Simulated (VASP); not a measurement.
Wanted: the native input for a VASP 6.6.1 run.

```yaml
Task: single point
Functional: PBE
Dispersion: D3(BJ)
Potentials_or_basis: VASP PAW PBE potentials, release 64 (C, H)
Cutoff: 520 eV
k_mesh: 4 × 4 × 4
Occupations: gaussian, width 0.1 eV
Spin: no spin polarisation
Dipole_correction: no
Further_INCAR_settings: LREAL = Auto; ALGO = Normal; EDIFF = 1e-06; NBANDS = 86
```

The structure of HC32 (a cell with a defect) lies in POSCAR:

```
HC32
1.0
    0.0000000000      0.0000000000      7.1348525476
   -4.9294762873      4.2690516923      3.5674262738
   -4.9294762874     -4.2690516922      3.5674262738
C H
32 1
Direct
    0.3810294592      0.5408517952      0.7088827894
    0.8681649158      0.5416612718      0.7084966843
    0.2562773419      0.9181434911      0.5831163930
    0.7420713533      0.9171052283      0.5833306332
    0.1280527907      0.2927833219      0.4572095342
    0.6211347397      0.2919983701      0.4579944861
    0.0037179331      0.6678833007      0.3337531232
    0.4943439738      0.6669947702      0.3344408209
    0.3683312525      0.0414965075      0.2083314515
    0.8807700664      0.0411100668      0.2091410609
    0.2553626608      0.4162401858      0.0821093055
    0.7457860080      0.4155522694      0.0829978517
    0.1787948492      0.7915809651      0.9584112242
    0.5966475077      0.7914650686      0.9585279321
    1.0075444233      0.1668761950      0.8318491691
    0.4925151270      0.1666622748      0.8328875176
    0.4977264842      0.3330847499      0.6664131101
    0.0009921142      0.3338516913      0.6659123227
    0.3803323799      0.7085390141      0.5413185044
    0.8688667835      0.7088891483      0.5419124867
    0.2507639729      0.0840805335      0.4161411648
    0.7472307872      0.0835796289      0.4169082233
    0.1308542114      0.4586971168      0.2912955365
    0.6194008179      0.4581475803      0.2918450730
    0.4859228628      0.8339009517      0.1679249446
    0.0119048415      0.8343249459      0.1703777266
    0.3696765188      0.2080805880      0.0411036921
    0.8801965444      0.2086742660      0.0414535220
    0.2666168912      0.5796154157      0.9156675658
    0.7377547725      0.5820679634      0.9160917942
    0.1409007621      0.9614482998      0.7885440923
    0.6101849597      0.9590354375      0.7909573603
    0.3524440912     -0.2096136948     -0.0403854792
```

These files were run (other wordings do the same):

INCAR

```
SYSTEM = HC32
  PREC = Accurate
  ENCUT = 520
  EDIFF = 1E-6
  ISMEAR = 0
  SIGMA = 0.1
  LREAL = Auto
  LASPH = .TRUE.
  NELM = 60
  ALGO = Normal
  ISIF = 2
  LWAVE = .FALSE.
  LCHARG = .TRUE.
  GGA = PE
  IVDW = 12
  LELF = .TRUE.
  LVHAR = .TRUE.
  NBANDS = 86
```

KPOINTS

```
regular mesh
0
G
  4 4 4
  0 0 0
```

Potentials or basis: VASP PAW PBE potentials, release 64 (C, H).

Command:

```bash
$ cat potpaw_PBE.64/C/POTCAR potpaw_PBE.64/H/POTCAR > POTCAR
$ mpirun -np 1 vasp_std > vasp.out
```

Results of the run:

```yaml
Pressure: 1.0 GPa
Largest_force: 1.271 eV/Å
Dispersion_energy_per_atom: -0.144 eV
```

It took 12 min on 1 thread of Intel(R) Xeon(R) 6975P-C (Granite Rapids) (shared host), peak memory 0.73 GiB.
